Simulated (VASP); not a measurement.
Set up this calculation in VASP 6.6.1, as the native input.

| Property | Result |
| --- | --- |
| Task | single point |
| Functional | r2SCAN |
| Potentials or basis | VASP PAW PBE potentials, release 64 (Cs_sv) |
| Cutoff | 520 eV |
| k mesh | 3 × 3 × 4 |
| Occupations | methfessel-paxton, width 0.3 eV |
| Spin | no spin polarisation |
| Dipole correction | no |
| Further INCAR settings | ALGO = Normal; EDIFF = 1e-07; NBANDS = 26 |

Crystal: Cs.

```xyz
4
Lattice="10.3672 0.0000 0.0000 0.0000 8.2377 0.0000 0.0000 0.0000 5.4440" Properties=species:S:1:pos:R:3 pbc="T T T"
Cs    1.3673    6.1783    4.5687
Cs    6.5509    6.1783    3.5972
Cs    8.9999    2.0594    0.8752
Cs    3.8163    2.0594    1.8468
```

The input as run:

POSCAR

```
Cs
1.0
   10.3671850000      0.0000000000      0.0000000000
    0.0000000000      8.2377410000      0.0000000000
    0.0000000000      0.0000000000      5.4439640000
Cs
4
Direct
    0.1318870000      0.7500000000      0.8392310000
    0.6318870000      0.7500000000      0.6607690000
    0.8681130000      0.2500000000      0.1607690000
    0.3681130000      0.2500000000      0.3392310000
```

INCAR.step1

```
PREC = Accurate
ENCUT = 520
ISMEAR = 1
SIGMA = 0.3
LREAL = False
LASPH = True
NELM = 100
NBANDS = 26
GGA = PE
ALGO = Normal
EDIFF = 1E-4
LWAVE = True
LCHARG = False
```

INCAR.step2

```
PREC = Accurate
ENCUT = 520
EDIFF = 1E-7
ISMEAR = 1
SIGMA = 0.3
LREAL = False
LASPH = True
NELM = 100
ALGO = Normal
ISIF = 2
LWAVE = False
LCHARG = False
METAGGA = R2SCAN
LMIXTAU = True
NBANDS = 26
ISTART = 1
```

KPOINTS

```
regular mesh
0
Gamma
  3 3 4
```

Potentials or basis: VASP PAW PBE potentials, release 64 (Cs_sv).

Run with:

```console
$ cat potpaw_PBE.64/Cs_sv/POTCAR > POTCAR
$ cp INCAR.step1 INCAR
$ mpirun -np 1 vasp_std > vasp.out
$ cp INCAR.step2 INCAR
$ mpirun -np 1 vasp_std > vasp.out
```

Results of the run:

```json
{
  "Pressure": "0.1 GPa",
  "Largest force": "0.009 eV/Å",
  "Band gap on the k mesh": "zero (bands 18 and 19 overlap by 0.52 eV)"
}
```

Caveat: so wide a smearing shifts energies and pressures; the PAW data sets were made with another functional, which shifts forces and pressure a little; spin-orbit coupling is left out, which moves the levels of the heavy elements.

Run time: 26 min on 1 thread of Intel Xeon 8259CL (shared host), peak memory 0.57 GiB.
